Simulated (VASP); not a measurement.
# Si (Amm2) in VASP: single point with r2SCAN

Aim: the single point of Si with r2SCAN.

Program: VASP 6.6.1. These are calculated values, not measurements. Logs are shortened: lines on timing, memory, paths and dates and some standing lists are left out, and cuts for length are marked.

## 1. The cell of the first run

It takes space group Amm2 (No. 38, orthorhombic). Conventional cell: a = 4.988 Å, b = 9.107 Å, c = 5.258 Å, α = 90.00°, β = 90.00°, γ = 90.00°. Si (site symmetry mm2) has 5 Si at 2.03 to 2.56 Å within 2.7 Å. Within 3.4 Å of Si (site symmetry mm2) lie 8 Si at 2.56 to 2.63 Å. Si (site symmetry m) has 8 Si at 2.39 to 2.97 Å within 3.2 Å. Within 3.3 Å of Si (site symmetry m) lie 8 Si at 2.49 to 2.63 Å. Si (site symmetry mm2) has 7 Si at 2.03 to 2.63 Å within 2.7 Å. Within 3.3 Å of Si (site symmetry mm2) lie 10 Si at 2.49 to 3.21 Å.

## 2. Single point, r2SCAN (atom 1 (Si) moved by (-0.600, +0.000) A along x and z)

The input, POSCAR:

```
Si
1.0
    0.0000000000      0.0000000000      4.9875981450
    2.6290009028     -4.5535631367      0.0000000000
    2.6290009028      4.5535631368      0.0000000000
Si
8
Direct
    0.0000000000      0.3858882096     -0.1141117904
    0.5000000000      0.5000000000      0.0000000000
    0.0000000000      0.0000000000      0.0000000000
    0.5000000000      0.0000000000      0.0000000000
    0.0000000000      0.5000000000      0.5000000000
    0.5000000000      0.5000000000      0.5000000000
    0.0000000000      0.0000000000      0.5000000000
    0.5000000000      0.0000000000      0.5000000000
```

The input, INCAR.step1:

```
PREC = Accurate ; ENCUT = 520
ISMEAR = 0 ; SIGMA = 0.15
LREAL = False ; LASPH = True
NELM = 60 ; NBANDS = 26
GGA = PE ; ALGO = Normal
EDIFF = 1E-4 ; LWAVE = True
LCHARG = False ; KPAR = 4
```

The input, INCAR.step2:

```
PREC = Accurate ; ENCUT = 520
EDIFF = 1E-6 ; ISMEAR = 0
SIGMA = 0.15 ; LREAL = False
LASPH = True ; NELM = 60
ALGO = Normal ; ISIF = 2
LWAVE = False ; LCHARG = False
METAGGA = R2SCAN ; LMIXTAU = True
NBANDS = 26 ; ISTART = 1
KPAR = 4
```

The input, KPOINTS:

```
regular mesh
0
Gamma
  12 12 12
```

Potentials or basis: VASP PAW PBE potentials, release 64 (Si).

The run is started by

```console
cat potpaw_PBE.64/Si/POTCAR > POTCAR
cp INCAR.step1 INCAR
mpirun -np 4 vasp_std > vasp.out
cp INCAR.step2 INCAR
mpirun -np 4 vasp_std > vasp.out
```

OUTCAR:

```text
PREC = Accurate
   ENCUT = 520
   EDIFF = 1E-6
   ISMEAR = 0
   LREAL = False
   LASPH = True
   NELM = 60
   ISIF = 2
   METAGGA = R2SCAN
   ISTART = 1

 ion  position               nearest neighbor table
   1  0.000  0.386  0.886-   7 2.03   3 2.39   5 2.39   2 2.56   2 2.56   3 2.97   5 2.97
   2  0.500  0.500  0.000-   1 2.56   1 2.56   4 2.63   4 2.63   8 2.63   8 2.63   6 2.63   6 2.63

   3  0.000  0.000  0.000-   1 2.39   4 2.49   4 2.49   5 2.63   5 2.63   7 2.63   7 2.63   1 2.97

   4  0.500  0.000  0.000-   3 2.49   3 2.49   2 2.63   2 2.63   6 2.63   6 2.63   8 2.63   8 2.63

   5  0.000  0.500  0.500-   1 2.39   6 2.49   6 2.49   7 2.63   7 2.63   3 2.63   3 2.63   1 2.97

   6  0.500  0.500  0.500-   5 2.49   5 2.49   8 2.63   8 2.63   4 2.63   4 2.63   2 2.63   2 2.63

   7  0.000  0.000  0.500-   1 2.03   8 2.49   8 2.49   5 2.63   5 2.63   3 2.63   3 2.63
   8  0.500  0.000  0.500-   7 2.49   7 2.49   6 2.63   6 2.63   2 2.63   2 2.63   4 2.63   4 2.63

  LATTYP: Found a hexagonal cell.
 ALAT       =     5.2580018055
 C/A-ratio  =     0.9485729236

  Lattice vectors:

 A1 = (   2.6290009028,  -4.5535631367,   0.0000000000)
 A2 = (   2.6290009028,   4.5535631368,   0.0000000000)
 A3 = (   0.0000000000,   0.0000000000,   4.9875981450)

Analysis of symmetry for initial positions (statically):
=====================================================================
 Subroutine PRICEL returns:
 Original cell was already a primitive cell.

 Routine SETGRP: Setting up the symmetry group for a
 hexagonal supercell.

 Subroutine GETGRP returns: Found  4 space group operations
 (whereof  2 operations were pure point group operations)
 out of a pool of 24 trial point group operations.

The static configuration has the point symmetry C_1h.
 The point group associated with its full space group is C_2v.

Analysis of symmetry for dynamics (positions and initial velocities):
=====================================================================
 Subroutine PRICEL returns:
 Original cell was already a primitive cell.

 Routine SETGRP: Setting up the symmetry group for a
 hexagonal supercell.

 Subroutine GETGRP returns: Found  4 space group operations
 (whereof  2 operations were pure point group operations)
 out of a pool of 24 trial point group operations.

The dynamic configuration has the point symmetry C_1h.
 The point group associated with its full space group is C_2v.

 Subroutine INISYM returns: Found  4 space group operations
 (whereof  2 operations are pure point group operations),
 and found     1 'primitive' translations

----------------------------------------------------------------------------------------

                                     Primitive cell

  volume of cell :     119.4163

  direct lattice vectors                    reciprocal lattice vectors
     0.000000000  0.000000000  4.987598145     0.000000000  0.000000000  0.200497308
     2.629000903 -4.553563137  0.000000000     0.190186317 -0.109804122  0.000000000
     2.629000903  4.553563137  0.000000000     0.190186317  0.109804122  0.000000000

  length of vectors
     4.987598145  5.258001806  5.258001806     0.200497308  0.219608243  0.219608243

  position of ions in fractional coordinates (direct lattice)
     0.000000000  0.385888210  0.885888210
     0.500000000  0.500000000  1.000000000
     0.000000000  0.000000000  0.000000000
     0.500000000  0.000000000  0.000000000
     0.000000000  0.500000000  0.500000000
     0.500000000  0.500000000  0.500000000
     0.000000000  0.000000000  0.500000000
     0.500000000  0.000000000  0.500000000

  ion indices of the primitive-cell ions
   primitive index   ion index
                 1           1
                 2           2
                 3           3
                 4           4
                 5           5
                 6           6
                 7           7
                 8           8

----------------------------------------------------------------------------------------

 KPOINTS: regular mesh

Automatic generation of k-mesh.
 Grid dimensions read from file:
 generate k-points for:   12   12   12

 Generating k-lattice:

  Cartesian coordinates                     Fractional coordinates (reciprocal lattice)
     0.000000000  0.000000000  0.016708109     0.083333333  0.000000000  0.000000000
     0.015848860 -0.009150343  0.000000000     0.000000000  0.083333333  0.000000000
     0.015848860  0.009150343  0.000000000     0.000000000 -0.000000000  0.083333333

  Length of vectors
     0.016708109  0.018300687  0.018300687

  Shift w.r.t. Gamma in fractional coordinates (k-lattice)
     0.000000000  0.000000000  0.000000000

 Subroutine IBZKPT returns following result:
 ===========================================

 Found    301 irreducible k-points:

 Following reciprocal coordinates:
            Coordinates               Weight
  0.000000  0.000000  0.000000      1.000000
  0.083333  0.000000  0.000000      2.000000
  0.166667  0.000000  0.000000      2.000000
  0.250000  0.000000  0.000000      2.000000
  0.333333  0.000000  0.000000      2.000000
  0.416667  0.000000  0.000000      2.000000
[... 16 lines left out ...]
  0.000000 -0.166667  0.166667      2.000000
  0.083333  0.166667  0.000000      8.000000
 [... further k-points ...]
   k-points           NKPTS =    301   k-points in BZ     NKDIM =    301   number of bands    NBANDS=     26
   number of dos      NEDOS =    301   number of ions     NIONS =      8
   total plane-waves  NPLWV =  64000
   dimension x,y,z NGX =    40 NGY =   40 NGZ =   40
   dimension x,y,z NGXF=    80 NGYF=   80 NGZF=   80
   ions per type =               8
   NGX,Y,Z   is equivalent  to a cutoff of  13.33, 12.65, 12.65 a.u.
   NGXF,Y,Z  is equivalent  to a cutoff of  26.67, 25.29, 25.29 a.u.
 SYSTEM =  unknown system
   PREC   = accura    normal or accurate (medium, high low for compatibility)
   ISTART =      1    job   : 0-new  1-cont  2-samecut
   ICHARG =      0    charge: 1-file 2-atom 10-const
   ISPIN  =      1    spin polarized calculation?
   LNONCOLLINEAR =      F non collinear calculations
   LSORBIT =      F    spin-orbit coupling
   LASPH  =      T    aspherical Exc in radial PAW
   ENCUT  =  520.0 eV  38.22 Ry    6.18 a.u.   9.27  9.78  9.78*2*pi/ulx,y,z
   NELM   =     60;   NELMIN=  2; NELMDL=  0     # of ELM steps
   EDIFF  = 0.1E-05   stopping-criterion for ELM
   LREAL  =      F    real-space projection
[... 7 lines left out ...]
   TEBEG  =    0.0;   TEEND  =   0.0 temperature during run
   PSTRESS=    0.0 pullay stress
   NELECT =      32.0000    total number of electrons
   NUPDOWN=      -1.0000    fix difference up-down
   EMIN   =  10.00;   EMAX   =-10.00  energy-range for DOS
   EFERMI =   0.00;   METHOD = LEGACY
   ISMEAR =     0;   SIGMA  =   0.15  broadening in eV -4-tet -1-fermi 0-gaus
   EFERMI_NEDOS =   21; number of points for ismear=-14 and -15
   IALGO  =     38    algorithm
   IMIX   =      4    mixing-type and parameters
     AMIX     =   0.40;   BMIX     =  1.00
     AMIX_MAG =   1.60;   BMIX_MAG =  1.00
  volume/ion in A,a.u.               =      14.93       100.73
  Fermi-wavevector in a.u.,A,eV,Ry     =   1.055448  1.994508 15.156498  1.113971
  Thomas-Fermi vector in A             =   2.190647
   LORBIT       =      0    0 simple, 1 ext, 2 COOP (PROOUT), +10 PAW based schemes
   METAGGA = R2SCAN    functional components
   LHFCALC =     F    Hartree Fock is set to
   AEXX    =    0.0000 exact exchange contribution
   IVDW    =     0    specifies the selected vdW correction
   LEPSILON=     F    determine dielectric tensor
   LRPA    =     F    only Hartree local field effects (RPA)
 non-spin polarized calculation
 Gauss-broadening in eV      SIGMA  =   0.15
  energy-cutoff  :      520.00
  volume of cell :      119.42
 maximum number of plane-waves:      3253
 NGX is ok and might be reduce to    40
   NGX = 19   NGY = 19   NGZ = 19

 number of electron      31.9999999 magnetization

 Free energy of the ion-electron system (eV)
  ---------------------------------------------------
  ext. energy  EPLUGINS =         0.00000000
  ---------------------------------------------------
  free energy    TOTEN  =       -65.44722531 eV

  energy without entropy =      -65.41345457  energy(sigma->0) =      -65.43033994

 E-fermi :   9.4818     XC(G=0): -11.5535

 val. band max:        9.4790163118   @ k =   0.5000   0.2500   0.2500
 cond. band min:       9.4822919091   @ k =   0.2500  -0.2500  -0.4167
 fundamental gap:      0.0032755972
 Fermi energy:         9.4817999640

 k-point     1 :       0.0000    0.0000    0.0000
  band No.  band energies     occupation
      1      -5.4691      2.00000
      2      -0.8042      2.00000
      3       1.0499      2.00000
      4       1.1699      2.00000
      5       1.6937      2.00000
      6       1.8866      2.00000
[... 18 lines left out ...]
     25      16.0716      0.00000
     26      16.2723      0.00000

 k-point     2 :       0.0833    0.0000    0.0000
  band No.  band energies     occupation
      1      -5.4280      2.00000
      2      -1.0546      2.00000
      3       1.0250      2.00000
      4       1.2090      2.00000
      5       1.7341      2.00000
      6       2.2227      2.00000
[... 18 lines left out ...]
     25      15.7814      0.00000
     26      16.0514      0.00000

 k-point     3 :       0.1667    0.0000    0.0000
  band No.  band energies     occupation
      1      -5.3050      2.00000
      2      -1.6168      2.00000
      3       1.0806      2.00000
      4       1.3255      2.00000
      5       1.8578      2.00000
      6       2.4285      2.00000
[... 18 lines left out ...]
     25      15.5127      0.00000
     26      15.9766      0.00000

 k-point     4 :       0.2500    0.0000    0.0000
  band No.  band energies     occupation
      1      -5.1008      2.00000
      2      -2.2606      2.00000
      3       1.2395      2.00000
      4       1.5166      2.00000
      5       2.0639      2.00000
      6       2.6146      2.00000
[... 18 lines left out ...]
     25      15.6458      0.00000
     26      15.8578      0.00000

 k-point     5 :       0.3333    0.0000    0.0000
  band No.  band energies     occupation
      1      -4.8176      2.00000
      2      -2.8882      2.00000
      3       1.4718      2.00000
      4       1.7740      2.00000
      5       2.3515      2.00000
      6       2.8672      2.00000
[... 18 lines left out ...]
     25      15.5333      0.00000
     26      15.6694      0.00000

 k-point     6 :       0.4167    0.0000    0.0000
  band No.  band energies     occupation
      1      -4.4621      2.00000
      2      -3.4586      2.00000
      3       1.7326      2.00000
      4       2.0684      2.00000
      5       2.7176      2.00000
      6       3.0937      2.00000
[... 427 lines left out ...]
 k-point    21 :       0.5000   -0.0833    0.0833
  band No.  band energies     occupation
      1      -4.0967      2.00000
      2      -3.7984      2.00000
      3       1.2316      2.00000
      4       2.1137      2.00000
      5       2.6380      2.00000
      6       2.6615      2.00000
[... 18 lines left out ...]
     25      15.9035      0.00000
     26      16.0658      0.00000

 k-point    22 :       0.0000    0.1667    0.0000
  band No.  band energies     occupation
      1      -5.2774      2.00000
      2      -0.9265      2.00000
      3      -0.0702      2.00000
      4       0.7627      2.00000
      5       1.0672      2.00000
      6       2.0674      2.00000
[... 18 lines left out ...]
     25      16.2861      0.00000
     26      16.5340      0.00000

 k-point    23 :       0.0000   -0.1667    0.1667
  band No.  band energies     occupation
      1      -5.2702      2.00000
      2      -0.9265      2.00000
      3      -0.2819      2.00000
      4       0.8177      2.00000
      5       1.3671      2.00000
      6       2.0726      2.00000
[... 18 lines left out ...]
     25      16.0402      0.00000
     26      16.4977      0.00000

 k-point    24 :       0.0833    0.1667    0.0000
  band No.  band energies     occupation
      1      -5.2364      2.00000
      2      -1.0585      2.00000
      3      -0.1649      2.00000
      4       0.7725      2.00000
      5       1.0822      2.00000
      6       2.4430      2.00000
[... 18 lines left out ...]
     25      15.6753      0.00000
     26      16.2371      0.00000

 [... further k-points ...]
[... 5 lines left out ...]
  --------------------------------------------------------------------------------------
  -------------------------------------------------------------------------------------
  Total       11.7351204      3.8041345     -2.4302848      0.0000000      0.0000000      0.0000000
  in kB      157.4470702     51.0390873    -32.6065010      0.0000000      0.0000000      0.0000000
  external PRESSURE =      58.6265522 kB  Pullay stress =       0.0000000 kB

 VOLUME and BASIS-vectors are now :
 -----------------------------------------------------------------------------
  energy-cutoff  :      520.00
  volume of cell :      119.42
      direct lattice vectors                 reciprocal lattice vectors
     0.000000000  0.000000000  4.987598145     0.000000000  0.000000000  0.200497308
     2.629000903 -4.553563137  0.000000000     0.190186317 -0.109804122  0.000000000
     2.629000903  4.553563137  0.000000000     0.190186317  0.109804122  0.000000000

 POSITION                                       TOTAL-FORCE (eV/Angst)
 -----------------------------------------------------------------------------------
      3.34350      2.27678      0.00000         6.186409      0.000000      0.000000
      1.31450     -2.27678      2.49380         0.092676      0.000000      0.000000
      0.00000      0.00000      0.00000         0.086489      0.974342      0.000000
      0.00000      0.00000      2.49380        -0.269244      0.146285      0.000000
      2.62900      0.00000      0.00000         0.086489     -0.974342      0.000000
      2.62900      0.00000      2.49380        -0.269244     -0.146285      0.000000
      1.31450      2.27678      0.00000        -5.606878     -0.000000      0.000000
      1.31450      2.27678      2.49380        -0.306698     -0.000000      0.000000
 -----------------------------------------------------------------------------------
    total drift:                               -0.000112      0.000000     -0.000000

  FREE ENERGIE OF THE ION-ELECTRON SYSTEM (eV)
  ---------------------------------------------------
  free  energy   TOTEN  =       -65.4472253059 eV

  energy  without entropy=      -65.4134545718  energy(sigma->0) =      -65.43033994
```

It took 19 min on 4 MPI ranks of Oxide Virtual Turin-like, shared host; peak memory 0.68 GiB.

What came out:

```yaml
Free_energy: -65.4472 eV
Pressure: 5.9 GPa
Largest_force: 6.186 eV/Å
Band_gap_on_the_k_mesh: zero (bands 16 and 17 overlap by 3.22 eV)
```

Forces on the atoms (eV/Å):
```
Si   6.186  0.000  0.000
Si   0.093  0.000  0.000
Si   0.086  0.974  0.000
Si  -0.269  0.146  0.000
Si   0.086 -0.974  0.000
Si  -0.269 -0.146  0.000
Si  -5.607  0.000  0.000
Si  -0.307  0.000  0.000
```

Caveat: the cell differs from its parent crystal (atom 1 (Si) moved by (-0.600, +0.000) A along x and z); the stress differs along the axes, from -3 to 16 GPa; the PAW data sets were made with another functional, which shifts forces and pressure a little.
